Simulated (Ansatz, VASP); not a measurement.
**In2S: VASP beside Ansatz**

```xyz
3
Lattice="3.9431 0.0000 0.0000 0.0000 3.9431 0.0000 0.0000 0.0000 5.4326" Properties=species:S:1:pos:R:3 pbc="T T T"
In    1.9716    0.0000    3.5907
In    0.0000    1.9716    1.8419
S     0.0000    0.0000    0.0000
```

Change from the starting cell: species swapped into the Ta2H type (P-4m2, No. 115).

Alike in both runs: functional PBE; k mesh 12 × 12 × 10; occupations gaussian, width 0.1 eV; no spin polarisation.

Ansatz relaxed the structure, and its values are those at the end. VASP's run is a single point on that final structure, the one shown.

|  | VASP | Ansatz |
| --- | --- | --- |
| version | VASP 6.6.1 | Ansatz 0.2.0 |
| potentials or method | VASP PAW PBE potentials, release 64 (In_d, S), cutoff 520 eV | scalar-relativistic, plane waves, PAW |
| valence electrons in the cell | 32 | 32 |

```csv
,VASP,Ansatz,Ansatz less VASP
gap on the k mesh at the Fermi level (eV),none,none,-
pressure (GPa),0.0,0.0,+0.04
```

A gap of «none» marks a metal or a gap that the smearing closes.
